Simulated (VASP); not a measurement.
# MnHg (Pm-3m) in VASP: notebook, part 2 of 2

VASP 6.6.1. Earlier steps stand in the parts before.

### Step 3. Single point, PBE (16.39 Å³/atom)

This run uses another cell than the first one, of 16.39 Å³/atom.

The input, INCAR:

```
PREC = Accurate ; ENCUT = 520
EDIFF = 1E-7 ; ISMEAR = -1
SIGMA = 0.1 ; LREAL = F
LASPH = T ; NELM = 100
ALGO = Normal ; ISIF = 2
LWAVE = F ; LCHARG = T
GGA = PE ; LELF = T
LVHAR = T ; NBANDS = 20
```

The input, KPOINTS:

```
Automatic mesh
0
Gamma
  10 10 10
```

The input, POSCAR:

```
MnHg
1.0
    3.2005973100      0.0000000000      0.0000000000
    0.0000000000      3.2005973100      0.0000000000
    0.0000000000      0.0000000000      3.2005973100
Mn Hg
1 1
Direct
    0.5000000000      0.5000000000      0.5000000000
    0.0000000000      0.0000000000      0.0000000000
```

Potentials or basis: VASP PAW PBE potentials, release 64 (Mn_pv, Hg).

The run is started by

```sh
$ cat potpaw_PBE.64/Mn_pv/POTCAR potpaw_PBE.64/Hg/POTCAR > POTCAR
$ mpirun -np 1 vasp_std > vasp.out
```

OUTCAR:

```text
PREC = Accurate
   ENCUT = 520
   EDIFF = 1E-7
   ISMEAR = -1
   LREAL = F
   LASPH = T
   NELM = 100
   ISIF = 2
   GGA = PE

 ion  position               nearest neighbor table
   1  0.500  0.500  0.500-   2 2.77   2 2.77   2 2.77   2 2.77   2 2.77   2 2.77   2 2.77   2 2.77

   2  0.000  0.000  0.000-   1 2.77   1 2.77   1 2.77   1 2.77   1 2.77   1 2.77   1 2.77   1 2.77

  LATTYP: Found a simple cubic cell.
 ALAT       =     3.2005973100

  Lattice vectors:

 A1 = (   3.2005973100,   0.0000000000,   0.0000000000)
 A2 = (   0.0000000000,   3.2005973100,   0.0000000000)
 A3 = (   0.0000000000,   0.0000000000,   3.2005973100)

Analysis of symmetry for initial positions (statically):
=====================================================================
 Subroutine PRICEL returns:
 Original cell was already a primitive cell.

 Routine SETGRP: Setting up the symmetry group for a
 simple cubic supercell.

 Subroutine GETGRP returns: Found 48 space group operations
 (whereof 48 operations were pure point group operations)
 out of a pool of 48 trial point group operations.

[... 157 lines left out ...]
  ---------------------------------------------------
  free energy    TOTEN  =        -7.33899064 eV

  energy without entropy =       -7.18857780  energy(sigma->0) =       -7.26378422

 E-fermi :   5.7884     XC(G=0): -12.3139

 val. band max:        5.7821566394   @ k =   0.5000   0.2000   0.1000
 cond. band min:       5.7939320305   @ k =   0.3000   0.2000   0.2000
 fundamental gap:      0.0117753911
 Fermi energy:         5.7883951787

 k-point     1 :       0.0000    0.0000    0.0000
  band No.  band energies     occupation
      1     -41.8557      2.00000
      2     -41.8557      2.00000
      3     -41.8557      2.00000
      4      -3.8059      2.00000
      5      -2.4301      2.00000
      6      -2.4301      2.00000
[... 541 lines left out ...]
     19      19.6797      0.00000
     20      20.2351      0.00000

 [... further k-points ...]

------------------------ aborting loop because EDIFF is reached ----------------------------------------

  FORCE on cell =-STRESS in cart. coord.  units (eV):
  Direction    XX          YY          ZZ          XY          YZ          ZX
  --------------------------------------------------------------------------------------
  -------------------------------------------------------------------------------------
  Total       -0.9942763     -0.9942763     -0.9942763      0.0000000      0.0000000     -0.0000000
  in kB      -48.5875012    -48.5875012    -48.5875012      0.0000000      0.0000000     -0.0000000
  external PRESSURE =     -48.5875012 kB  Pullay stress =       0.0000000 kB

 VOLUME and BASIS-vectors are now :
 -----------------------------------------------------------------------------
  energy-cutoff  :      520.00
  volume of cell :       32.79
      direct lattice vectors                 reciprocal lattice vectors
     3.200597310  0.000000000  0.000000000     0.312441680  0.000000000  0.000000000
     0.000000000  3.200597310  0.000000000     0.000000000  0.312441680  0.000000000
     0.000000000  0.000000000  3.200597310     0.000000000  0.000000000  0.312441680

 POSITION                                       TOTAL-FORCE (eV/Angst)
 -----------------------------------------------------------------------------------
      1.60030      1.60030      1.60030         0.000000      0.000000      0.000000
      0.00000      0.00000      0.00000         0.000000      0.000000      0.000000
 -----------------------------------------------------------------------------------
    total drift:                                0.000000      0.000000     -0.000000

  FREE ENERGIE OF THE ION-ELECTRON SYSTEM (eV)
  ---------------------------------------------------
  free  energy   TOTEN  =        -7.3389906444 eV

  energy  without entropy=       -7.1885777953  energy(sigma->0) =       -7.26378422
```

stdout:

```text
POSCAR found type information on POSCAR MnHg
 POSCAR found :  2 types and       2 ions
 scaLAPACK will be used
 LDA part: xc-table for (Slater+PW92), standard interpolation
 POSCAR, INCAR and KPOINTS ok, starting setup
 FFT: planning ... GRIDC
 FFT: planning ... GRID_SOFT
 FFT: planning ... GRID
 WAVECAR not read
 entering main loop
```

Wall time 34 s (1 thread of Intel Xeon 8259CL, shared host); peak memory 0.16 GiB.

What came out:

```
Free energy            : -7.3390 eV
Pressure               : -4.9 GPa
Band gap on the k mesh : zero (an odd number of electrons rules out a gap without spin polarisation)
```

Levels at points of the mesh, in eV from the Fermi level:
| k point | band 9 | band 10 | band 11 | band 12 | band 13 | band 14 | band 15 | band 16 |
| --- | --- | --- | --- | --- | --- | --- | --- | --- |
| (0.00, 0.00, 0.00) | -6.78 | -0.78 | -0.78 | 0.34 | 0.34 | 0.34 | 6.16 | 6.16 |
| (0.50, 0.00, 0.00) | -4.53 | -4.44 | -1.25 | -0.65 | -0.65 | 0.09 | 0.88 | 11.89 |
| (0.50, 0.50, 0.00) | -3.34 | -1.04 | -1.04 | -0.49 | 0.27 | 0.27 | 0.55 | 2.86 |
| (0.50, 0.50, 0.50) | -2.22 | -2.22 | -2.22 | 0.58 | 0.58 | 1.55 | 5.81 | 5.81 |

Caveat: the cell stands under tension; spin-orbit coupling is left out, which moves the levels of the heavy elements; the run has no spin polarisation, though such a crystal can be magnetic.
